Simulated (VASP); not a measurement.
Crystal: CoO.

```xyz
4
Lattice="3.1976 0.0000 0.0000 -1.5988 2.7692 0.0000 0.0000 0.0000 5.2287" Properties=species:S:1:pos:R:3 pbc="T T T"
Co    0.0000    1.8462    2.6319
Co    0.0000    0.0000    0.0182
O     0.0000    1.8462    4.5571
O     0.0000    0.0000    1.9430
```

Base run:

| Quantity | Value |
| --- | --- |
| Program | VASP 6.6.1 |
| Functional | PBE |
| Potentials or basis | VASP PAW PBE potentials, release 64 (Co, O) |
| Cutoff | 520 eV |
| k mesh | 8 × 8 × 5 |
| Occupations | fermi-dirac, width 0.05 eV |
| Spin | collinear spin, ferromagnetic start |
| Starting moments | [2.5, 2.5, 0.0, 0.0] μB |
| Fixed moment | 5 μB |

Its results: pressure -3.1 GPa; site moments Co +2.18, +2.19; O +0.23 μB; largest force 0.340 eV/Å.

**Question.** The run is repeated on the same cell with these changes: functional from PBE to PBEsol. What comes out?

**Answer.** Pressure -11.2 GPa; site moments Co +2.18; O +0.24 μB; largest force 0.300 eV/Å.

PBEsol binds more tightly than PBE, so the same cell stands under less pressure.

Caveats: the total moment is fixed, so each spin has its own Fermi level; the PAW data sets were made with another functional, which shifts forces and pressure a little (some runs).
